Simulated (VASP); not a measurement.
Set up this calculation in VASP 6.6.1, as the native input.

| Quantity | Value |
| --- | --- |
| Task | single point |
| Functional | PBE |
| Potentials or basis | VASP PAW PBE potentials, release 64 (Si, C) |
| Cutoff | 520 eV |
| k mesh | 4 × 4 × 4 |
| Occupations | gaussian, width 0.2 eV |
| Spin | no spin polarisation |
| Dipole correction | no |
| Further INCAR settings | ALGO = Normal; EDIFF = 1e-06; NBANDS = 26 |

The structure of Si5C3 lies in POSCAR:

```
Si5C3
1.0
    4.6717580294      0.0000000000      0.0000000000
    0.0000000000      4.6717580294      0.0000000000
    0.0000000000      0.0000000000      4.6717580294
Si C
5 3
Direct
    0.0000000000      0.0000000000      0.0000000000
    0.7295901082      0.2704098918      0.7295901082
    0.2704098918      0.7295901082      0.7295901082
    0.7295901082      0.7295901082      0.2704098918
    0.2704098918      0.2704098918      0.2704098918
    0.5000000000      0.5000000000      0.0000000000
    0.5000000000      0.0000000000      0.5000000000
    0.0000000000      0.5000000000      0.5000000000
```

One way to write it, as run:

INCAR

```
SYSTEM = Si5C3
PREC     = Accurate       ! precision mode
ENCUT    = 520            ! plane-wave cutoff, eV
EDIFF    = 1E-6           ! SCF threshold, eV
ISMEAR   = 0              ! smearing method
SIGMA    = 0.2            ! smearing width, eV
LREAL    = .FALSE.        ! projectors in reciprocal space
LASPH    = .TRUE.         ! aspherical terms in the spheres
NELM     = 80             ! most SCF steps
ALGO     = Normal         ! electronic algorithm
ISIF     = 2              ! what is computed and relaxed
LWAVE    = .FALSE.        ! write WAVECAR
LCHARG   = .FALSE.        ! write CHGCAR
GGA      = PE             ! functional
NBANDS   = 26             ! bands
```

KPOINTS

```
Automatic mesh
0
G
  4 4 4
  0 0 0
```

Potentials or basis: VASP PAW PBE potentials, release 64 (Si, C).

The run is started by

```bash
$ cat potpaw_PBE.64/Si/POTCAR potpaw_PBE.64/C/POTCAR > POTCAR
$ mpirun -np 1 vasp_std > vasp.out
```

It gave:

The pressure is -0.5 GPa and the largest force is 0.036 eV/Å. The band gap on the k mesh is zero (filled and empty bands touch).

Run time: 12 s on 1 thread of Intel(R) Xeon(R) Platinum 8559C (Emerald Rapids), on a shared host, peak memory 0.2 GiB.
